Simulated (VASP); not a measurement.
Ta: relaxation of cell and atoms with PBE

Crystal: Ta.

```
Ta
1.0
     2.94867    0.00000    0.00000
    -1.47433    2.55362    0.00000
     0.00000    0.00000    4.81616
Ta
2
Direct
  0.33333 0.66667 0.75000
  0.66667 0.33333 0.25000
```

* Program: VASP 6.6.1
* Task: relaxation of cell and atoms
* Functional: PBE
* Potentials or basis: VASP PAW PBE potentials, release 64 (Ta_pv)
* Cutoff: 600 eV
* k mesh: 8 × 8 × 4
* Occupations: gaussian, width 0.05 eV
* Spin: no spin polarisation
* Dipole correction: no
* Further INCAR settings: ALGO = Normal; EDIFF = 1e-06; IBRION = 2; EDIFFG = -0.03; NSW = 80; ISIF = 3

| Item | Value |
| --- | --- |
| Relaxed volume | 18.73 Å³/atom |
| Relaxed cell | a = 2.900 Å, b = 2.900 Å, c = 5.142 Å, α = 90.00°, β = 90.00°, γ = 120.00° |
| Space group after relaxing (to 0.05 Å) | P6_3/mmc (No. 194) |
| Energy gained by relaxing | 59.8 meV/atom |
| Ionic steps | 8 |
| Pressure after relaxing | 0.1 GPa |
| Band gap on the k mesh | zero (band 11 reaches 7.08 eV, above the bottom of band 12 at 4.92 eV) |

Stress tensor (GPa, compression positive):
```
 0.15  0.00  0.00
 0.00  0.15  0.00
 0.00  0.00 -0.06
```

Step by step:
| step | energy change (eV) | largest force (eV/Å) | pressure (GPa) | volume (Å³) |
| --- | --- | --- | --- | --- |
| 1 | 0.0000 | 0.0000 | 5.84 | 36.26 |
| 2 | -0.0396 | 0.0000 | -10.43 | 39.77 |
| 3 | -0.0847 | 0.0000 | -4.53 | 38.26 |
| 4 | -0.0883 | 0.0000 | 3.23 | 37.08 |
| 5 | -0.1189 | 0.0000 | -0.93 | 37.67 |
| 6 | -0.1189 | 0.0000 | -0.87 | 37.66 |
| 7 | -0.1189 | 0.0000 | 1.07 | 37.25 |
| 8 | -0.1196 | 0.0000 | 0.08 | 37.46 |

Final structure:
```xyz
2
Lattice="2.9002 0.0000 0.0000 -1.4501 2.5117 0.0000 0.0000 0.0000 5.1421" Properties=species:S:1:pos:R:3 pbc="T T T"
Ta    0.0000    1.6744    3.8566
Ta    1.4501    0.8372    1.2855
```

Levels at points of the mesh, in eV from the Fermi level:
```tsv
k point	band 9	band 10	band 11	band 12	band 13	band 14
(0.00, 0.00, 0.00)	-0.48	-0.04	0.62	0.62	1.20	1.20
(0.50, 0.00, 0.00)	-3.29	-0.44	-0.30	0.56	0.87	5.61
(0.00, 0.00, 0.50)	-1.11	-1.11	0.67	0.67	0.67	0.67
(0.50, 0.00, 0.50)	-2.25	-2.25	1.52	1.52	2.63	2.63
```

It took 32 s on 1 thread of Intel(R) Xeon(R) 6975P-C (Granite Rapids) (shared host), peak memory 0.17 GiB.

Caveat: spin-orbit coupling is left out, which moves the levels of the heavy elements.
